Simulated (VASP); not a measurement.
A run of VASP 6.6.1 is set up as follows.

POSCAR

```
In2Sb
1.0
    5.3799042018      0.0000000000      0.0000000000
   -2.6899521009      4.6591337087      0.0000000000
    0.0000000000      0.0000000000      6.7225520000
In Sb
4 2
Direct
    0.6666666667      0.3333333333      0.2500000000
    0.3333333333      0.6666666667      0.7500000000
    0.0000000000      0.0000000000      0.5000000000
    0.0000000000      0.0000000000      0.0000000000
    0.6666666667      0.3333333333      0.7500000000
    0.3333333333      0.6666666667      0.2500000000
```

The input INCAR.step1:

```
  ALGO = Normal
  EDIFF = 1E-4
  ENCUT = 520
  GGA = PE
  ISMEAR = 1
  LASPH = True
  LCHARG = False
  LREAL = False
  LWAVE = True
  NBANDS = 40
  NELM = 60
  PREC = Accurate
  SIGMA = 0.5
```

File INCAR.step2:

```
  ALGO = Normal
  EDIFF = 1E-6
  ENCUT = 520
  ISIF = 2
  ISMEAR = 1
  ISTART = 1
  LASPH = True
  LCHARG = False
  LMIXTAU = True
  LREAL = False
  LWAVE = False
  METAGGA = R2SCAN
  NBANDS = 40
  NELM = 60
  PREC = Accurate
  SIGMA = 0.5
```

KPOINTS

```
k-points
0
Gamma
  12 12 6
```

Potentials or basis: VASP PAW PBE potentials, release 64 (In_d, Sb).

Run with:

```sh
$ cat potpaw_PBE.64/In_d/POTCAR potpaw_PBE.64/Sb/POTCAR > POTCAR
$ cp INCAR.step1 INCAR
$ mpirun -np 1 vasp_std > vasp.out
$ cp INCAR.step2 INCAR
$ mpirun -np 1 vasp_std > vasp.out
```

**Question.** Predict the band gap on the k mesh.

**Answer.** Zero (bands 31 and 32 overlap by 2.21 eV).

**Question.** Estimate the pressure.

**Answer.** -1.0 GPa.

Stress tensor (GPa, compression positive):
```
-0.41  0.00  0.00
 0.00 -0.41  0.00
 0.00  0.00 -2.05
```

Caveat: so wide a smearing shifts energies and pressures; the PAW data sets were made with another functional, which shifts forces and pressure a little; spin-orbit coupling is left out, which moves the levels of the heavy elements.
